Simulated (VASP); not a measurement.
## Os: single point with LDA

Os:

```
Os
1.0
     2.71752    0.00000    0.00000
    -1.35876    2.35345    0.00000
     0.00000    0.00000    4.28446
Os
2
Direct
  0.33333 0.66667 0.25000
  0.66667 0.33333 0.75000
```

- Program: VASP 6.6.1
- Task: single point
- Functional: LDA
- Potentials or basis: VASP PAW LDA potentials, release 64 (Os)
- Cutoff: 520 eV
- k mesh: 11 × 11 × 6
- Occupations: fermi-dirac, width 0.1 eV
- Spin: no spin polarisation
- Dipole correction: no
- Further INCAR settings: ALGO = Normal; EDIFF = 1e-07; NBANDS = 15

```
Pressure               : 1.2 GPa
Band gap on the k mesh : zero (band 8 reaches 11.86 eV, above the bottom of band 9 at 7.84 eV)
```

Stress tensor (GPa, compression positive):
```
0.72 0.00 0.00
0.00 0.72 0.00
0.00 0.00 2.30
```

Levels at points of the mesh, in eV from the Fermi level:
| k point | band 6 | band 7 | band 8 | band 9 | band 10 | band 11 |
| --- | --- | --- | --- | --- | --- | --- |
| (0.00, 0.00, 0.00) | -2.25 | -2.25 | -1.60 | -1.60 | 0.21 | 1.77 |
| (0.00, 0.00, 0.50) | -3.33 | -3.33 | -3.33 | 0.96 | 0.96 | 0.96 |

Wall time 15 s on 1 thread of Intel Xeon 6975P-C, with other jobs on the host, peak memory 0.14 GiB.

Caveat: spin-orbit coupling is left out, which moves the levels of the heavy elements.
